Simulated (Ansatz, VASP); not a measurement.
Co in VASP and in Ansatz

File INCAR:

```
  ALGO = Normal
  EDIFF = 1E-6
  ENCUT = 600
  GGA = PE
  GGA_COMPAT = F
  ISIF = 2
  ISMEAR = 1
  LASPH = T
  LCHARG = F
  LREAL = F
  LWAVE = F
  NBANDS = 16
  NELM = 120
  PREC = Accurate
  SIGMA = 0.3
```

Contents of KPOINTS:

```
k-points
0
Gamma
  15 15 8
```

The input POSCAR:

```
Co
1.0
    2.4583936733      0.0000000000      0.0000000000
   -1.2291968366      2.1290313736      0.0000000000
    0.0000000000      0.0000000000      3.9606917934
Co
2
Direct
    0.3333333333      0.6666666667      0.2500000000
    0.6666666667      0.3333333333      0.7500000000
```

Input for Ansatz:

```yaml
crystal:
  lattice:
    - [2.4583936733, 0.0, 0.0]
    - [-1.2291968366, 2.1290313736, 0.0]
    - [0.0, 0.0, 3.9606917934]
  atoms:
    - { symbol: Co, position: [0.3333333333, 0.6666666667, 0.25] }
    - { symbol: Co, position: [0.6666666667, 0.3333333333, 0.75] }
hamiltonian:
  xc: pbe
  pseudopotentials:
    kind: paw
    azcp:
      Co: "pseudopotentials/Co.paw.azcp"
basis:
  ecutwfc: 420
  fft_grid_basis: typed
kpoints:
  mp_grid: { grid: [15, 15, 8], shift: [0, 0, 0] }
magnetization:
  spin_polarized: false
scf:
  occupations: { method: methfessel_paxton, width: 0.3 }
  lower_state_search: "off"
output:
  stress: true
```

Alike in both runs: task single point; functional PBE; k mesh 15 × 15 × 8; occupations methfessel-paxton of order 1, width 0.3 eV; no spin polarisation.

|  | VASP | Ansatz |
| --- | --- | --- |
| version | VASP 6.6.1 | Ansatz 0.2.0 |
| potentials or method | VASP PAW PBE potentials, release 64 (Co), cutoff 600 eV | plane waves (420 eV) with PAW, scalar-relativistic |
| valence electrons in the cell | 18 | 34 |

VASP gave:

```
pressure (GPa)                                                : -1.5
traceless stress, the component that is largest in VASP (GPa) : 0.11
```

What did Ansatz give for the same quantities?

Pressure (GPa): -0.9; traceless stress, the component that is largest in VASP (GPa): 0.22.

VASP's potentials hold 18 valence electrons a cell and Ansatz's 34, so a difference there can come from the potentials and not from the codes.
